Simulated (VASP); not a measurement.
Input of a VASP 6.6.1 run:

Contents of INCAR:

```
  PREC = Accurate
  ENCUT = 520
  EDIFF = 1E-6
  ISMEAR = 0
  SIGMA = 0.1
  LREAL = F
  LASPH = T
  NELM = 80
  ALGO = Normal
  ISIF = 2
  LWAVE = F
  LCHARG = T
  GGA = PE
  LELF = T
  LVHAR = T
  NBANDS = 26
```

The input KPOINTS:

```
Automatic mesh
0
Gamma
  14 14 14
```

File POSCAR:

```
Hf3H4
1.0
   -1.6489939275      1.6489939275      7.0962919009
    1.6489939275     -1.6489939275      7.0962919009
    1.6489939275      1.6489939275     -7.0962919009
Hf H
3 4
Direct
    0.0000000000      0.0000000000      0.0000000000
    0.3223965708      0.3223965708      0.0000000000
    0.6776034292      0.6776034292      0.0000000000
    0.5836593325      0.0836593325      0.5000000000
    0.0836593325      0.5836593325      0.5000000000
    0.4163406675      0.9163406675      0.5000000000
    0.9163406675      0.4163406675      0.5000000000
```

Potentials or basis: VASP PAW PBE potentials, release 64 (Hf_pv, H).

Launch:

```console
$ cat potpaw_PBE.64/Hf_pv/POTCAR potpaw_PBE.64/H/POTCAR > POTCAR
$ mpirun -np 1 vasp_std > vasp.out
```

Q: Estimate the band gap on the k mesh.

A: Zero (bands 17 and 18 overlap by 1.42 eV).

Q: Predict the pressure.

A: -0.7 GPa.

Q: Predict the largest force.

A: 0.010 eV/Å.

Forces on the atoms (eV/Å):
```
Hf   0.000  0.000  0.000
Hf   0.000  0.000  0.010
Hf   0.000  0.000 -0.010
H    0.000  0.000 -0.001
H    0.000  0.000 -0.001
H    0.000  0.000  0.001
H    0.000  0.000  0.001
```

Caveat: spin-orbit coupling is left out, which moves the levels of the heavy elements.
